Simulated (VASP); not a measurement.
# BN in VASP: a series of runs

Runs on BN. Level: r2SCAN. Tasks: single point.

Everything below comes from runs of VASP 6.6.1. Logs are shortened: lines on timing, memory, paths and dates and some standing lists are left out, and cuts for length are marked.

### Step 1. The cell of the first run

The cell holds a slab with vacuum, 8 atoms: a = 2.501 Å, b = 2.501 Å, c = 45.842 Å, α = 90.00°, β = 90.00°, γ = 120.00°.

### Step 2. Single point, r2SCAN

POSCAR

```
BN
1.0
    2.5007321441      0.0000000000      0.0000000000
   -1.2503660720      2.1656975649      0.0000000000
    0.0000000000      0.0000000000     45.8423717808
B N
4 4
Direct
    0.6666666667      0.3333333333      0.3873970101
    0.3333333333      0.6666666667      0.4624596972
    0.6666666667      0.3333333333      0.5375403028
    0.3333333333      0.6666666667      0.6126029899
    0.3333333333      0.6666666667      0.3873601133
    0.6666666667      0.3333333333      0.4624597301
    0.3333333333      0.6666666667      0.5375402699
    0.6666666667      0.3333333333      0.6126398867
```

INCAR.step1

```
SYSTEM = BN
PREC = Accurate
ENCUT = 520
ISMEAR = 0
SIGMA = 0.02
LREAL = .FALSE.
LASPH = .TRUE.
NELM = 60
LDIPOL = .TRUE.
IDIPOL = 3
DIPOL = 0.5 0.5 0.500
NBANDS = 26
GGA = PE
ALGO = Normal
EDIFF = 1E-4
LWAVE = .TRUE.
LCHARG = .FALSE.
```

INCAR.step2

```
SYSTEM = BN
PREC = Accurate
ENCUT = 520
EDIFF = 1E-7
ISMEAR = 0
SIGMA = 0.02
LREAL = .FALSE.
LASPH = .TRUE.
NELM = 60
ALGO = Normal
ISIF = 2
LWAVE = .FALSE.
LCHARG = .TRUE.
LDIPOL = .TRUE.
IDIPOL = 3
DIPOL = 0.5 0.5 0.500
METAGGA = R2SCAN
LMIXTAU = .TRUE.
LELF = .TRUE.
LVHAR = .TRUE.
LVACPOTAV = .TRUE.
NBANDS = 26
ISTART = 1
```

KPOINTS

```
regular mesh
0
G
  12 12 1
  0 0 0
```

Potentials or basis: VASP PAW PBE potentials, release 64 (B, N).

Launch:

```bash
$ cat potpaw_PBE.64/B/POTCAR potpaw_PBE.64/N/POTCAR > POTCAR
$ cp INCAR.step1 INCAR
$ mpirun -np 1 vasp_std > vasp.out
$ cp INCAR.step2 INCAR
$ mpirun -np 1 vasp_std > vasp.out
```

OUTCAR:

```text
SYSTEM = BN
   PREC = Accurate
   ENCUT = 520
   EDIFF = 1E-7
   ISMEAR = 0
   LREAL = .FALSE.
   LASPH = .TRUE.
   NELM = 60
   ISIF = 2
   METAGGA = R2SCAN
   ISTART = 1

 ion  position               nearest neighbor table
   1  0.667  0.333  0.387-   5 1.44   5 1.44   5 1.44
   2  0.333  0.667  0.462-   6 1.44   6 1.44   6 1.44
   3  0.667  0.333  0.538-   7 1.44   7 1.44   7 1.44
   4  0.333  0.667  0.613-   8 1.44   8 1.44   8 1.44
   5  0.333  0.667  0.387-   1 1.44   1 1.44   1 1.44
   6  0.667  0.333  0.462-   2 1.44   2 1.44   2 1.44
   7  0.333  0.667  0.538-   3 1.44   3 1.44   3 1.44
   8  0.667  0.333  0.613-   4 1.44   4 1.44   4 1.44

  LATTYP: Found a hexagonal cell.
 ALAT       =     2.5007321441
 C/A-ratio  =    18.3315801690

  Lattice vectors:

 A1 = (   2.5007321441,   0.0000000000,   0.0000000000)
 A2 = (  -1.2503660720,   2.1656975649,   0.0000000000)
 A3 = (   0.0000000000,   0.0000000000,  45.8423717808)

Analysis of symmetry for initial positions (statically):
=====================================================================
 Subroutine PRICEL returns:
 Original cell was already a primitive cell.

 Routine SETGRP: Setting up the symmetry group for a
 hexagonal supercell.

 Subroutine GETGRP returns: Found 12 space group operations
 (whereof 12 operations were pure point group operations)
 out of a pool of 24 trial point group operations.

The static configuration has the point symmetry D_3d.

Analysis of symmetry for dynamics (positions and initial velocities):
=====================================================================
 Subroutine PRICEL returns:
 Original cell was already a primitive cell.

 Routine SETGRP: Setting up the symmetry group for a
 hexagonal supercell.

 Subroutine GETGRP returns: Found 12 space group operations
 (whereof 12 operations were pure point group operations)
 out of a pool of 24 trial point group operations.

The dynamic configuration has the point symmetry D_3d.

 Subroutine INISYM returns: Found 12 space group operations
 (whereof 12 operations are pure point group operations),
 and found     1 'primitive' translations

----------------------------------------------------------------------------------------

                                     Primitive cell

  volume of cell :     248.2745

  direct lattice vectors                    reciprocal lattice vectors
     2.500732144  0.000000000  0.000000000     0.399882891  0.230872495  0.000000000
    -1.250366072  2.165697565  0.000000000     0.000000000  0.461744990  0.000000000
     0.000000000  0.000000000 45.842371781     0.000000000  0.000000000  0.021813880

  length of vectors
     2.500732144  2.500732144 45.842371781     0.461744990  0.461744990  0.021813880

  position of ions in fractional coordinates (direct lattice)
     0.666666667  0.333333333  0.387397010
     0.333333333  0.666666667  0.462459697
     0.666666667  0.333333333  0.537540303
     0.333333333  0.666666667  0.612602990
     0.333333333  0.666666667  0.387360113
     0.666666667  0.333333333  0.462459730
     0.333333333  0.666666667  0.537540270
     0.666666667  0.333333333  0.612639887

  ion indices of the primitive-cell ions
   primitive index   ion index
                 1           1
                 2           2
                 3           3
                 4           4
                 5           5
                 6           6
                 7           7
                 8           8

----------------------------------------------------------------------------------------

 KPOINTS: regular mesh

Automatic generation of k-mesh.
 Grid dimensions read from file:
 generate k-points for:   12   12    1

 Generating k-lattice:

  Cartesian coordinates                     Fractional coordinates (reciprocal lattice)
     0.033323574  0.019239375  0.000000000     0.083333333 -0.000000000  0.000000000
     0.000000000  0.038478749  0.000000000     0.000000000  0.083333333  0.000000000
     0.000000000  0.000000000  0.021813880     0.000000000  0.000000000  1.000000000

  Length of vectors
     0.038478749  0.038478749  0.021813880

  Shift w.r.t. Gamma in fractional coordinates (k-lattice)
     0.000000000  0.000000000  0.000000000

 Subroutine IBZKPT returns following result:
 ===========================================

 Found     19 irreducible k-points:

 Following reciprocal coordinates:
            Coordinates               Weight
  0.000000  0.000000  0.000000      1.000000
  0.083333 -0.000000  0.000000      6.000000
  0.166667 -0.000000  0.000000      6.000000
  0.250000 -0.000000  0.000000      6.000000
  0.333333  0.000000  0.000000      6.000000
  0.416667 -0.000000  0.000000      6.000000
[... 11 lines left out ...]
  0.333333  0.250000  0.000000     12.000000
  0.333333  0.333333  0.000000      2.000000
   k-points           NKPTS =     19   k-points in BZ     NKDIM =     19   number of bands    NBANDS=     26
   number of dos      NEDOS =    301   number of ions     NIONS =      8
   total plane-waves  NPLWV = 140000
   dimension x,y,z NGX =    20 NGY =   20 NGZ =  350
   dimension x,y,z NGXF=    40 NGYF=   40 NGZF=  700
   ions per type =               4   4
   NGX,Y,Z   is equivalent  to a cutoff of  13.30, 13.30, 12.69 a.u.
   NGXF,Y,Z  is equivalent  to a cutoff of  26.59, 26.59, 25.39 a.u.
 SYSTEM =  BN
   PREC   = accura    normal or accurate (medium, high low for compatibility)
   ISTART =      1    job   : 0-new  1-cont  2-samecut
   ICHARG =      0    charge: 1-file 2-atom 10-const
   ISPIN  =      1    spin polarized calculation?
   LNONCOLLINEAR =      F non collinear calculations
   LSORBIT =      F    spin-orbit coupling
   LASPH  =      T    aspherical Exc in radial PAW
   ENCUT  =  520.0 eV  38.22 Ry    6.18 a.u.   4.65  4.65 85.24*2*pi/ulx,y,z
   NELM   =     60;   NELMIN=  2; NELMDL=  0     # of ELM steps
   EDIFF  = 0.1E-06   stopping-criterion for ELM
   LREAL  =      F    real-space projection
   EDIFFG = 0.1E-05   stopping-criterion for IOM
   NSW    =      0    number of steps for IOM
   IBRION =     -1    ionic relax: 0-MD 1-quasi-New 2-CG
   NFREE  =      0    steps in history (QN), initial steepest desc. (CG)
   ISIF   =      2    stress and relaxation
   ISYM   =      2    0-nonsym 1-usesym 2-fastsym
   POTIM  = 0.5000    time-step for ionic-motion
   TEBEG  =    0.0;   TEEND  =   0.0 temperature during run
   PSTRESS=    0.0 pullay stress
   NELECT =      32.0000    total number of electrons
   NUPDOWN=      -1.0000    fix difference up-down
   EMIN   =  10.00;   EMAX   =-10.00  energy-range for DOS
   EFERMI =   0.00;   METHOD = LEGACY
   ISMEAR =     0;   SIGMA  =   0.02  broadening in eV -4-tet -1-fermi 0-gaus
   EFERMI_NEDOS =   21; number of points for ismear=-14 and -15
   IALGO  =     38    algorithm
   IMIX   =      4    mixing-type and parameters
     AMIX     =   0.40;   BMIX     =  1.00
     AMIX_MAG =   1.60;   BMIX_MAG =  1.00
  volume/ion in A,a.u.               =      31.03       209.43
  Fermi-wavevector in a.u.,A,eV,Ry     =   0.826953  1.562714  9.304360  0.683851
  Thomas-Fermi vector in A             =   1.939074
   LORBIT       =      0    0 simple, 1 ext, 2 COOP (PROOUT), +10 PAW based schemes
   METAGGA = R2SCAN    functional components
   LHFCALC =     F    Hartree Fock is set to
   AEXX    =    0.0000 exact exchange contribution
   IVDW    =     0    specifies the selected vdW correction
   LEPSILON=     F    determine dielectric tensor
   LRPA    =     F    only Hartree local field effects (RPA)
 non-spin polarized calculation
 Gauss-broadening in eV      SIGMA  =   0.02
  energy-cutoff  :      520.00
  volume of cell :      248.27
 maximum number of plane-waves:      6745
 NGX is ok and might be reduce to    20
   NGX =  9   NGY =  9   NGZ =171

 number of electron      31.9999997 magnetization

 dipolmoment           0.000000      0.000000     -0.000000 electrons x Angstroem

 Free energy of the ion-electron system (eV)
  ---------------------------------------------------
  ext. energy  EPLUGINS =         0.00000000
  ---------------------------------------------------
  free energy    TOTEN  =       -77.15427219 eV

  energy without entropy =      -77.15427219  energy(sigma->0) =      -77.15427219

 E-fermi :  -3.5281     XC(G=0):  -3.2759

 val. band max:       -3.7165716120   @ k =   0.3333   0.3333   0.0000
 cond. band min:       1.2686522903   @ k =   0.5000  -0.0000   0.0000
 fundamental gap:      4.9852239022
 Fermi energy:        -3.5281438372

 k-point     1 :       0.0000    0.0000    0.0000
  band No.  band energies     occupation
      1     -22.4936      2.00000
      2     -22.4337      2.00000
      3     -22.3652      2.00000
      4     -22.3156      2.00000
      5      -9.8246      2.00000
      6      -9.4054      2.00000
[... 18 lines left out ...]
     25       3.6747      0.00000
     26       4.3442      0.00000

 k-point     2 :       0.0833   -0.0000    0.0000
  band No.  band energies     occupation
      1     -22.3525      2.00000
      2     -22.2933      2.00000
      3     -22.2259      2.00000
      4     -22.1772      2.00000
      5      -9.6316      2.00000
      6      -9.2160      2.00000
[... 18 lines left out ...]
     25       3.8940      0.00000
     26       4.5478      0.00000

 k-point     3 :       0.1667   -0.0000    0.0000
  band No.  band energies     occupation
      1     -21.9369      2.00000
      2     -21.8803      2.00000
      3     -21.8162      2.00000
      4     -21.7703      2.00000
      5      -9.0611      2.00000
      6      -8.6582      2.00000
[... 18 lines left out ...]
     25       4.5065      0.00000
     26       5.1030      0.00000

 k-point     4 :       0.2500   -0.0000    0.0000
  band No.  band energies     occupation
      1     -21.2765      2.00000
      2     -21.2244      2.00000
      3     -21.1660      2.00000
      4     -21.1251      2.00000
      5      -9.0434      2.00000
      6      -9.0305      2.00000
[... 18 lines left out ...]
     25       5.3872      0.00000
     26       5.5989      0.00000

 k-point     5 :       0.3333    0.0000    0.0000
  band No.  band energies     occupation
      1     -20.4449      2.00000
      2     -20.4001      2.00000
      3     -20.3510      2.00000
      4     -20.3179      2.00000
      5     -10.9107      2.00000
      6     -10.8913      2.00000
[... 18 lines left out ...]
     25       6.1190      0.00000
     26       6.4679      0.00000

 k-point     6 :       0.4167   -0.0000    0.0000
  band No.  band energies     occupation
      1     -19.6271      2.00000
      2     -19.5944      2.00000
      3     -19.5603      2.00000
      4     -19.5400      2.00000
      5     -12.3928      2.00000
      6     -12.3725      2.00000
[... 282 lines left out ...]
 k-point    16 :       0.4167    0.1667    0.0000
  band No.  band energies     occupation
      1     -18.9834      2.00000
      2     -18.9660      2.00000
      3     -18.9484      2.00000
      4     -18.9427      2.00000
      5     -12.6600      2.00000
      6     -12.6395      2.00000
[... 18 lines left out ...]
     25       9.6417      0.00000
     26       9.7557      0.00000

 k-point    17 :       0.2500    0.2500    0.0000
  band No.  band energies     occupation
      1     -19.3738      2.00000
      2     -19.3418      2.00000
      3     -19.3084      2.00000
      4     -19.2887      2.00000
      5     -11.6474      2.00000
      6     -11.6357      2.00000
[... 18 lines left out ...]
     25       8.5203      0.00000
     26       8.8060      0.00000

 k-point    18 :       0.3333    0.2500    0.0000
  band No.  band energies     occupation
      1     -18.8368      2.00000
      2     -18.8189      2.00000
      3     -18.8008      2.00000
      4     -18.7945      2.00000
      5     -12.1837      2.00000
      6     -12.1602      2.00000
[... 18 lines left out ...]
     25       9.5913      0.00000
     26      10.4589      0.00000

 k-point    19 :       0.3333    0.3333    0.0000
  band No.  band energies     occupation
      1     -18.6245      2.00000
      2     -18.6245      2.00000
      3     -18.6099      2.00000
      4     -18.6099      2.00000
      5     -11.9513      2.00000
      6     -11.9141      2.00000
[... 18 lines left out ...]
     25      10.4380      0.00000
     26      10.7719      0.00000

------------------------ aborting loop because EDIFF is reached ----------------------------------------

 vacuum level on the upper side and lower side of the slab       (xc-potential included)        -0.023        -0.023

  FORCE on cell =-STRESS in cart. coord.  units (eV):
  Direction    XX          YY          ZZ          XY          YZ          ZX
  --------------------------------------------------------------------------------------
  -------------------------------------------------------------------------------------
  Total        0.3207396      0.3207396     -0.1296592      0.0000000     -0.0000000     -0.0000000
  in kB        2.0698127      2.0698127     -0.8367234      0.0000000     -0.0000000     -0.0000000
  external PRESSURE =       1.1009673 kB  Pullay stress =       0.0000000 kB

 VOLUME and BASIS-vectors are now :
 -----------------------------------------------------------------------------
  energy-cutoff  :      520.00
  volume of cell :      248.27
      direct lattice vectors                 reciprocal lattice vectors
     2.500732144  0.000000000  0.000000000     0.399882891  0.230872495  0.000000000
    -1.250366072  2.165697565  0.000000000     0.000000000  0.461744990  0.000000000
     0.000000000  0.000000000 45.842371781     0.000000000  0.000000000  0.021813880

 POSITION                                       TOTAL-FORCE (eV/Angst)
 -----------------------------------------------------------------------------------
      1.25037      0.72190     17.75920        -0.000000     -0.000000      0.000145
     -0.00000      1.44380     21.20025         0.000000      0.000000     -0.000175
      1.25037      0.72190     24.64212         0.000000     -0.000000      0.000175
     -0.00000      1.44380     28.08317         0.000000      0.000000     -0.000145
     -0.00000      1.44380     17.75751         0.000000      0.000000     -0.000346
      1.25037      0.72190     21.20025        -0.000000      0.000000     -0.000535
     -0.00000      1.44380     24.64212        -0.000000     -0.000000      0.000535
      1.25037      0.72190     28.08487         0.000000      0.000000      0.000346
 -----------------------------------------------------------------------------------
    total drift:                                0.000000     -0.000000     -0.000000

  FREE ENERGIE OF THE ION-ELECTRON SYSTEM (eV)
  ---------------------------------------------------
  free  energy   TOTEN  =       -77.1542721937 eV

  energy  without entropy=      -77.1542721937  energy(sigma->0) =      -77.15427219

 vacuum level on the upper side and lower side of the slab         2.350         2.350
```

Wall time 8.9 min (1 thread of Intel Xeon 6975P-C (Granite Rapids), shared host); peak memory 0.43 GiB.

What came out:

```yaml
Free_energy: -77.1543 eV
Band_gap_on_the_k_mesh: 4.99 eV (least direct gap 5.40 eV)
Ionisation_potential_of_the_upper_face: 6.07 eV
```

Caveat: the PAW data sets were made with another functional, which shifts forces and pressure a little.

### Step 3. Single point, r2SCAN

This run uses another cell than the first one.

POSCAR

```
BN
1.0
    2.5071210957      0.0000000000      0.0000000000
   -1.2535605478      2.1712305592      0.0000000000
    0.0000000000      0.0000000000     45.8423717808
B N
4 4
Direct
    0.6666666667      0.3333333333      0.3911371990
    0.3333333333      0.6666666667      0.4638427203
    0.6666666667      0.3333333333      0.5361572797
    0.3333333333      0.6666666667      0.6088628010
    0.3333333333      0.6666666667      0.3911009278
    0.6666666667      0.3333333333      0.4638406344
    0.3333333333      0.6666666667      0.5361593656
    0.6666666667      0.3333333333      0.6088990722
```

INCAR.step1

```
PREC = Accurate
ENCUT = 520
ISMEAR = 0
SIGMA = 0.02
LREAL = False
LASPH = True
NELM = 80
LDIPOL = True
IDIPOL = 3
DIPOL = 0.5 0.5 0.500
NBANDS = 26
GGA = PE
ALGO = Normal
EDIFF = 1E-4
LWAVE = True
LCHARG = False
```

INCAR.step2

```
PREC = Accurate
ENCUT = 520
EDIFF = 1E-7
ISMEAR = 0
SIGMA = 0.02
LREAL = False
LASPH = True
NELM = 80
ALGO = Normal
ISIF = 2
LWAVE = False
LCHARG = False
LDIPOL = True
IDIPOL = 3
DIPOL = 0.5 0.5 0.500
METAGGA = R2SCAN
LMIXTAU = True
NBANDS = 26
ISTART = 1
```

KPOINTS

```
regular mesh
0
Gamma
  12 12 1
```

Potentials or basis: VASP PAW PBE potentials, release 64 (B, N).

Launch:

```bash
$ cat potpaw_PBE.64/B/POTCAR potpaw_PBE.64/N/POTCAR > POTCAR
$ cp INCAR.step1 INCAR
$ mpirun -np 1 vasp_std > vasp.out
$ cp INCAR.step2 INCAR
$ mpirun -np 1 vasp_std > vasp.out
```

Run time: 8.8 min. Hardware: 1 thread of Intel Xeon 6975P-C (Granite Rapids), shared host; peak memory 0.43 GiB.

It converged, with:

```
Free energy            : -77.1484 eV
Largest force          : 0.018 eV/Å
Band gap on the k mesh : 4.92 eV (least direct gap 5.38 eV)
```

Forces on the atoms (eV/Å):
```
B    0.000  0.000 -0.010
B    0.000  0.000 -0.004
B    0.000  0.000  0.004
B    0.000  0.000  0.010
N    0.000  0.000 -0.018
N    0.000  0.000 -0.003
N    0.000  0.000  0.003
N    0.000  0.000  0.018
```

Levels at points of the mesh, in eV from the valence-band top:
| k point | band 14 | band 15 | band 16 | band 17 | band 18 | band 19 |
| --- | --- | --- | --- | --- | --- | --- |
| (0.00, 0.00, 0.00) | -1.34 | -1.33 | -1.33 | 5.43 | 5.63 | 6.12 |
| (0.50, 0.00, 0.00) | -1.06 | -0.75 | -0.53 | 4.92 | 5.19 | 5.63 |

Caveat: the PAW data sets were made with another functional, which shifts forces and pressure a little.
